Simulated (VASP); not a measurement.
# TlBr (Pm-3m) in VASP: a series of runs

TlBr is run at these levels: r2SCAN; tasks: single point.

Program: VASP 6.6.1. These are calculated values, not measurements. Logs are shortened: lines on timing, memory, paths and dates and some standing lists are left out, and cuts for length are marked.

### Step 1. The cell of the first run

It takes space group Pm-3m (No. 221, cubic). Conventional cell: a = 3.895 Å, b = 3.895 Å, c = 3.895 Å, α = 90.00°, β = 90.00°, γ = 90.00°. Tl (site symmetry m-3m) has 8 Br at 3.37 Å and 6 Tl at 3.89 Å within 4.4 Å. Br (site symmetry m-3m) has 8 Tl at 3.37 Å and 6 Br at 3.89 Å within 4.4 Å.

### Step 2. Single point, r2SCAN

POSCAR reads:

```
TlBr
1.0
    3.8948680000      0.0000000000      0.0000000000
    0.0000000000      3.8948680000      0.0000000000
    0.0000000000      0.0000000000      3.8948680000
Tl Br
1 1
Direct
    0.0000000000      0.0000000000      0.0000000000
    0.5000000000      0.5000000000      0.5000000000
```

INCAR.step1 reads:

```
PREC = Accurate
ENCUT = 550
ISMEAR = -1
SIGMA = 0.1
LREAL = F
LASPH = T
NELM = 120
NBANDS = 17
GGA = PE
ALGO = Normal
EDIFF = 1E-5
LWAVE = T
LCHARG = F
GGA_COMPAT = F
```

INCAR.step2 reads:

```
PREC = Accurate
ENCUT = 550
EDIFF = 1E-6
ISMEAR = -1
SIGMA = 0.1
LREAL = F
LASPH = T
NELM = 120
ALGO = Normal
ISIF = 2
LWAVE = F
LCHARG = F
METAGGA = R2SCAN
LMIXTAU = T
NBANDS = 17
ISTART = 1
GGA_COMPAT = F
```

KPOINTS reads:

```
Automatic mesh
0
Gamma
  5 5 5
```

Potentials or basis: VASP PAW PBE potentials, release 64 (Tl_d, Br).

The run is started by

```bash
$ cat potpaw_PBE.64/Tl_d/POTCAR potpaw_PBE.64/Br/POTCAR > POTCAR
$ cp INCAR.step1 INCAR
$ mpirun -np 1 vasp_std > vasp.out
$ cp INCAR.step2 INCAR
$ mpirun -np 1 vasp_std > vasp.out
```

OUTCAR:

```text
PREC = Accurate
   ENCUT = 550
   EDIFF = 1E-6
   ISMEAR = -1
   LREAL = F
   LASPH = T
   NELM = 120
   ISIF = 2
   METAGGA = R2SCAN
   ISTART = 1

 ion  position               nearest neighbor table
   1  0.000  0.000  0.000-   2 3.37   2 3.37   2 3.37   2 3.37   2 3.37   2 3.37   2 3.37   2 3.37

   2  0.500  0.500  0.500-   1 3.37   1 3.37   1 3.37   1 3.37   1 3.37   1 3.37   1 3.37   1 3.37

  LATTYP: Found a simple cubic cell.
 ALAT       =     3.8948680000

  Lattice vectors:

 A1 = (   3.8948680000,   0.0000000000,   0.0000000000)
 A2 = (   0.0000000000,   3.8948680000,   0.0000000000)
 A3 = (   0.0000000000,   0.0000000000,   3.8948680000)

Analysis of symmetry for initial positions (statically):
=====================================================================
 Subroutine PRICEL returns:
 Original cell was already a primitive cell.

 Routine SETGRP: Setting up the symmetry group for a
 simple cubic supercell.

 Subroutine GETGRP returns: Found 48 space group operations
 (whereof 48 operations were pure point group operations)
 out of a pool of 48 trial point group operations.

The static configuration has the point symmetry O_h .

Analysis of symmetry for dynamics (positions and initial velocities):
=====================================================================
 Subroutine PRICEL returns:
 Original cell was already a primitive cell.

 Routine SETGRP: Setting up the symmetry group for a
 simple cubic supercell.

 Subroutine GETGRP returns: Found 48 space group operations
 (whereof 48 operations were pure point group operations)
 out of a pool of 48 trial point group operations.

The dynamic configuration has the point symmetry O_h .

 Subroutine INISYM returns: Found 48 space group operations
 (whereof 48 operations are pure point group operations),
 and found     1 'primitive' translations

----------------------------------------------------------------------------------------

                                     Primitive cell

  volume of cell :      59.0851

  direct lattice vectors                    reciprocal lattice vectors
     3.894868000  0.000000000  0.000000000     0.256748111  0.000000000  0.000000000
     0.000000000  3.894868000  0.000000000     0.000000000  0.256748111  0.000000000
     0.000000000  0.000000000  3.894868000     0.000000000  0.000000000  0.256748111

  length of vectors
     3.894868000  3.894868000  3.894868000     0.256748111  0.256748111  0.256748111

  position of ions in fractional coordinates (direct lattice)
     0.000000000  0.000000000  0.000000000
     0.500000000  0.500000000  0.500000000

  ion indices of the primitive-cell ions
   primitive index   ion index
                 1           1
                 2           2

----------------------------------------------------------------------------------------

 KPOINTS: Automatic mesh

Automatic generation of k-mesh.
 Grid dimensions read from file:
 generate k-points for:    5    5    5

 Generating k-lattice:

  Cartesian coordinates                     Fractional coordinates (reciprocal lattice)
     0.051349622  0.000000000  0.000000000     0.200000000  0.000000000  0.000000000
     0.000000000  0.051349622  0.000000000     0.000000000  0.200000000  0.000000000
     0.000000000  0.000000000  0.051349622     0.000000000  0.000000000  0.200000000

  Length of vectors
     0.051349622  0.051349622  0.051349622

  Shift w.r.t. Gamma in fractional coordinates (k-lattice)
     0.000000000  0.000000000  0.000000000

 Subroutine IBZKPT returns following result:
 ===========================================

 Found     10 irreducible k-points:

 Following reciprocal coordinates:
            Coordinates               Weight
  0.000000  0.000000  0.000000      1.000000
  0.200000  0.000000  0.000000      6.000000
  0.400000  0.000000  0.000000      6.000000
  0.200000  0.200000  0.000000     12.000000
  0.400000  0.200000  0.000000     24.000000
  0.400000  0.400000  0.000000     12.000000
  0.200000  0.200000  0.200000      8.000000
  0.400000  0.200000  0.200000     24.000000
  0.400000  0.400000  0.200000     24.000000
  0.400000  0.400000  0.400000      8.000000
   k-points           NKPTS =     10   k-points in BZ     NKDIM =     10   number of bands    NBANDS=     17
   number of dos      NEDOS =    301   number of ions     NIONS =      2
   total plane-waves  NPLWV =  27000
   dimension x,y,z NGX =    30 NGY =   30 NGZ =   30
   dimension x,y,z NGXF=    60 NGYF=   60 NGZF=   60
   ions per type =               1   1
   NGX,Y,Z   is equivalent  to a cutoff of  12.80, 12.80, 12.80 a.u.
   NGXF,Y,Z  is equivalent  to a cutoff of  25.61, 25.61, 25.61 a.u.
 SYSTEM =  unknown system
   PREC   = accura    normal or accurate (medium, high low for compatibility)
   ISTART =      1    job   : 0-new  1-cont  2-samecut
   ICHARG =      0    charge: 1-file 2-atom 10-const
   ISPIN  =      1    spin polarized calculation?
   LNONCOLLINEAR =      F non collinear calculations
   LSORBIT =      F    spin-orbit coupling
   LASPH  =      T    aspherical Exc in radial PAW
   ENCUT  =  550.0 eV  40.42 Ry    6.36 a.u.   7.45  7.45  7.45*2*pi/ulx,y,z
   NELM   =    120;   NELMIN=  2; NELMDL=  0     # of ELM steps
   EDIFF  = 0.1E-05   stopping-criterion for ELM
   LREAL  =      F    real-space projection
   EDIFFG = 0.1E-04   stopping-criterion for IOM
   NSW    =      0    number of steps for IOM
   IBRION =     -1    ionic relax: 0-MD 1-quasi-New 2-CG
   NFREE  =      0    steps in history (QN), initial steepest desc. (CG)
   ISIF   =      2    stress and relaxation
   ISYM   =      2    0-nonsym 1-usesym 2-fastsym
   POTIM  = 0.5000    time-step for ionic-motion
   TEBEG  =    0.0;   TEEND  =   0.0 temperature during run
   PSTRESS=    0.0 pullay stress
   NELECT =      20.0000    total number of electrons
   NUPDOWN=      -1.0000    fix difference up-down
   EMIN   =  10.00;   EMAX   =-10.00  energy-range for DOS
   EFERMI =   0.00;   METHOD = LEGACY
   ISMEAR =    -1;   SIGMA  =   0.10  broadening in eV -4-tet -1-fermi 0-gaus
   EFERMI_NEDOS =   21; number of points for ismear=-14 and -15
   IALGO  =     38    algorithm
   IMIX   =      4    mixing-type and parameters
     AMIX     =   0.40;   BMIX     =  1.00
     AMIX_MAG =   1.60;   BMIX_MAG =  1.00
  volume/ion in A,a.u.               =      29.54       199.36
  Fermi-wavevector in a.u.,A,eV,Ry     =   1.140929  2.156044 17.710973  1.301720
  Thomas-Fermi vector in A             =   2.277631
   LORBIT       =      0    0 simple, 1 ext, 2 COOP (PROOUT), +10 PAW based schemes
   METAGGA = R2SCAN    functional components
   LHFCALC =     F    Hartree Fock is set to
   AEXX    =    0.0000 exact exchange contribution
   IVDW    =     0    specifies the selected vdW correction
   LEPSILON=     F    determine dielectric tensor
   LRPA    =     F    only Hartree local field effects (RPA)
 non-spin polarized calculation
  energy-cutoff  :      550.00
  volume of cell :       59.09
 maximum number of plane-waves:      1763
 NGX is ok and might be reduce to    30
   NGX = 15   NGY = 15   NGZ = 15

 number of electron      19.9999995 magnetization

 Free energy of the ion-electron system (eV)
  ---------------------------------------------------
  ext. energy  EPLUGINS =         0.00000000
  ---------------------------------------------------
  free energy    TOTEN  =       -68.34942238 eV

  energy without entropy =      -68.34942215  energy(sigma->0) =      -68.34942226

 E-fermi :   3.9978     XC(G=0):  -9.7543

 val. band max:        2.5061815186   @ k =   0.4000   0.0000   0.0000
 cond. band min:       5.5023659436   @ k =   0.4000   0.0000   0.0000
 fundamental gap:      2.9961844249
 Fermi energy:         3.9977750357

 k-point     1 :       0.0000    0.0000    0.0000
  band No.  band energies     occupation
      1     -11.8360      2.00000
      2      -7.7995      2.00000
      3      -7.7995      2.00000
      4      -7.5813      2.00000
      5      -7.5813      2.00000
      6      -7.5813      2.00000
[... 9 lines left out ...]
     16      15.4164      0.00000
     17      17.0570      0.00000

 k-point     2 :       0.2000    0.0000    0.0000
  band No.  band energies     occupation
      1     -11.7378      2.00000
      2      -7.7950      2.00000
      3      -7.7451      2.00000
      4      -7.6081      2.00000
      5      -7.6081      2.00000
      6      -7.5789      2.00000
[... 9 lines left out ...]
     16      16.2932      0.00000
     17      16.8205      0.00000

 k-point     3 :       0.4000    0.0000    0.0000
  band No.  band energies     occupation
      1     -11.5674      2.00000
      2      -7.7876      2.00000
      3      -7.6621      2.00000
      4      -7.6507      2.00000
      5      -7.6507      2.00000
      6      -7.5750      2.00000
[... 9 lines left out ...]
     16      15.7572      0.00000
     17      17.0799      0.00000

 k-point     4 :       0.2000    0.2000    0.0000
  band No.  band energies     occupation
      1     -11.6552      2.00000
      2      -7.7671      2.00000
      3      -7.7109      2.00000
      4      -7.6189      2.00000
      5      -7.6077      2.00000
      6      -7.5995      2.00000
[... 9 lines left out ...]
     16      14.7029      0.00000
     17      15.2743      0.00000

 k-point     5 :       0.4000    0.2000    0.0000
  band No.  band energies     occupation
      1     -11.5143      2.00000
      2      -7.7520      2.00000
      3      -7.6432      2.00000
      4      -7.6329      2.00000
      5      -7.6263      2.00000
      6      -7.5963      2.00000
[... 9 lines left out ...]
     16      15.2075      0.00000
     17      16.0178      0.00000

 k-point     6 :       0.4000    0.4000    0.0000
  band No.  band energies     occupation
      1     -11.4266      2.00000
      2      -7.7193      2.00000
      3      -7.6322      2.00000
      4      -7.6291      2.00000
      5      -7.5897      2.00000
      6      -7.5504      2.00000
[... 9 lines left out ...]
     16      14.3412      0.00000
     17      14.9797      0.00000

 k-point     7 :       0.2000    0.2000    0.2000
  band No.  band energies     occupation
      1     -11.5805      2.00000
      2      -7.7073      2.00000
      3      -7.7073      2.00000
      4      -7.6305      2.00000
      5      -7.6305      2.00000
      6      -7.5965      2.00000
[... 9 lines left out ...]
     16      16.0751      0.00000
     17      16.5568      0.00000

 k-point     8 :       0.4000    0.2000    0.2000
  band No.  band energies     occupation
      1     -11.4541      2.00000
      2      -7.7007      2.00000
      3      -7.6804      2.00000
      4      -7.6320      2.00000
      5      -7.6078      2.00000
      6      -7.5974      2.00000
[... 9 lines left out ...]
     16      14.6012      0.00000
     17      17.1062      0.00000

 k-point     9 :       0.4000    0.4000    0.2000
  band No.  band energies     occupation
      1     -11.3531      2.00000
      2      -7.6864      2.00000
      3      -7.6702      2.00000
      4      -7.6520      2.00000
      5      -7.6081      2.00000
      6      -7.5481      2.00000
[... 9 lines left out ...]
     16      14.9529      0.00000
     17      17.4861      0.00000

 k-point    10 :       0.4000    0.4000    0.4000
  band No.  band energies     occupation
      1     -11.2269      2.00000
      2      -7.7338      2.00000
      3      -7.7338      2.00000
      4      -7.6834      2.00000
      5      -7.5451      2.00000
      6      -7.5451      2.00000
[... 9 lines left out ...]
     16      15.8995      0.00000
     17      20.1507      0.00000

------------------------ aborting loop because EDIFF is reached ----------------------------------------

  FORCE on cell =-STRESS in cart. coord.  units (eV):
  Direction    XX          YY          ZZ          XY          YZ          ZX
  --------------------------------------------------------------------------------------
  -------------------------------------------------------------------------------------
  Total        0.8339561      0.8339561      0.8339561     -0.0000000      0.0000000     -0.0000000
  in kB       22.6139031     22.6139031     22.6139031     -0.0000000      0.0000000     -0.0000000
  external PRESSURE =      22.6139031 kB  Pullay stress =       0.0000000 kB

 VOLUME and BASIS-vectors are now :
 -----------------------------------------------------------------------------
  energy-cutoff  :      550.00
  volume of cell :       59.09
      direct lattice vectors                 reciprocal lattice vectors
     3.894868000  0.000000000  0.000000000     0.256748111  0.000000000  0.000000000
     0.000000000  3.894868000  0.000000000     0.000000000  0.256748111  0.000000000
     0.000000000  0.000000000  3.894868000     0.000000000  0.000000000  0.256748111

 POSITION                                       TOTAL-FORCE (eV/Angst)
 -----------------------------------------------------------------------------------
      0.00000      0.00000      0.00000         0.000000      0.000000      0.000000
      1.94743      1.94743      1.94743         0.000000      0.000000      0.000000
 -----------------------------------------------------------------------------------
    total drift:                                0.000000     -0.000000     -0.000000

  FREE ENERGIE OF THE ION-ELECTRON SYSTEM (eV)
  ---------------------------------------------------
  free  energy   TOTEN  =       -68.3494223751 eV

  energy  without entropy=      -68.3494221481  energy(sigma->0) =      -68.34942226
```

It took 26 s on 1 thread of Intel Xeon 6975P-C (Granite Rapids), shared host; peak memory 0.17 GiB.

Results:

```
Free energy            : -68.3494 eV
Pressure               : 2.3 GPa
Band gap on the k mesh : 3.00 eV, direct
```

Levels at points of the mesh, in eV from the valence-band top:
| k point | band 7 | band 8 | band 9 | band 10 | band 11 | band 12 | band 13 | band 14 |
| --- | --- | --- | --- | --- | --- | --- | --- | --- |
| (0.00, 0.00, 0.00) | -4.44 | -1.35 | -1.35 | -1.35 | 7.68 | 7.68 | 8.28 | 8.28 |

Caveat: the PAW data sets were made with another functional, which shifts forces and pressure a little; spin-orbit coupling is left out, which moves the levels of the heavy elements.

### Step 3. Single point, r2SCAN

POSCAR is that of step 2.

INCAR.step1 reads:

```
SYSTEM = TlBr
PREC = Accurate ; ENCUT = 550
ISMEAR = -1 ; SIGMA = 0.1
LREAL = .False. ; LASPH = .True.
NELM = 120 ; NBANDS = 17
GGA = PE ; ALGO = Normal
EDIFF = 1E-5 ; LWAVE = .True.
LCHARG = .False. ; GGA_COMPAT = .False.
```

INCAR.step2 reads:

```
SYSTEM = TlBr
PREC = Accurate ; ENCUT = 550
EDIFF = 1E-6 ; ISMEAR = -1
SIGMA = 0.1 ; LREAL = .False.
LASPH = .True. ; NELM = 120
ALGO = Normal ; ISIF = 2
LWAVE = .False. ; LCHARG = .False.
METAGGA = R2SCAN ; LMIXTAU = .True.
NBANDS = 17 ; ISTART = 1
GGA_COMPAT = .False.
```

KPOINTS reads:

```
Automatic mesh
0
Gamma
  5 5 5
  0 0 0
```

Potentials or basis: VASP PAW PBE potentials, release 64 (Tl_d, Br).

The run is started by

```bash
$ cat potpaw_PBE.64/Tl_d/POTCAR potpaw_PBE.64/Br/POTCAR > POTCAR
$ cp INCAR.step1 INCAR
$ mpirun -np 1 vasp_std > vasp.out
$ cp INCAR.step2 INCAR
$ mpirun -np 1 vasp_std > vasp.out
```

Run time: 28 s. Hardware: 1 thread of Intel Xeon 6975P-C (Granite Rapids), shared host; peak memory 0.17 GiB.

Results (log left out):

```
Free energy            : -68.3494 eV
Pressure               : 2.3 GPa
Band gap on the k mesh : 3.00 eV, direct
```

Levels at points of the mesh, in eV from the valence-band top:
```
           k point  band 7  band 8  band 9  band 10  band 11  band 12  band 13  band 14
(0.00, 0.00, 0.00)   -4.44   -1.35   -1.35    -1.35     7.68     7.68     8.28     8.28
```

Caveat: the PAW data sets were made with another functional, which shifts forces and pressure a little; spin-orbit coupling is left out, which moves the levels of the heavy elements. A k mesh can miss the band edges.
